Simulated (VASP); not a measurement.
Runs of VASP 6.6.1 on AlN. The structure is that of space group P6_3mc (No. 186), or close to it. The cells are those of the table. 

```tsv
task	level	cell	cutoff (eV)	gap on the mesh (eV)	pressure (GPa)	relaxed volume (Å³/atom)	largest force (eV/Å)
single point	PBEsol	a = 3.114, b = 3.114, c = 4.983 Å, angles 90.0, 90.0, 120.0°, 4 atoms	520	4.11	-0.1	-	-
relaxation of cell and atoms	PBEsol	relaxed from a = 3.113, b = 3.113, c = 4.981 Å, angles 90.0, 90.0, 120.0°, 4 atoms	600	4.13	0.0	(a)	0.01
relaxation of cell and atoms	r2SCAN+rVV10	relaxed from a = 3.113, b = 3.113, c = 4.981 Å, angles 90.0, 90.0, 120.0°, 4 atoms	600	4.93	-0.1	10.36	0.02
relaxation of cell and atoms	PBE+D3(BJ)	relaxed from a = 3.113, b = 3.113, c = 4.981 Å, angles 90.0, 90.0, 120.0°, 4 atoms	600	4.25	0.0	10.40	0.01
single point	revPBE+D3(BJ)	a = 3.102, b = 3.102, c = 4.964 Å, angles 90.0, 90.0, 120.0°, 4 atoms	520	4.32	-0.6	-	-
single point	PBE+D3(BJ)	a = 3.109, b = 3.109, c = 4.979 Å, angles 90.0, 90.0, 120.0°, 4 atoms	520	(b)	-0.3	-	-
relaxation of cell and atoms	revPBE+D3(BJ)	relaxed from a = 3.113, b = 3.113, c = 4.981 Å, angles 90.0, 90.0, 120.0°, 4 atoms	600	4.36	0.0	10.31	0.01
single point	r2SCAN+rVV10	a = 3.103, b = 3.103, c = 4.972 Å, angles 90.0, 90.0, 120.0°, 4 atoms	520	4.91	-0.3	-	-
```

Alike in all rows: potentials or basis VASP PAW PBE potentials, release 64 (Al, N); no spin polarisation; k mesh 12 × 12 × 4; smearing methfessel-paxton 0.1 eV.

Question: Estimate the missing entries.

Answer: (a) 10.46; (b) 4.22.

Caveats: the PAW data sets were made with another functional, which shifts forces and pressure a little (some runs).

A k mesh can miss the band edges.
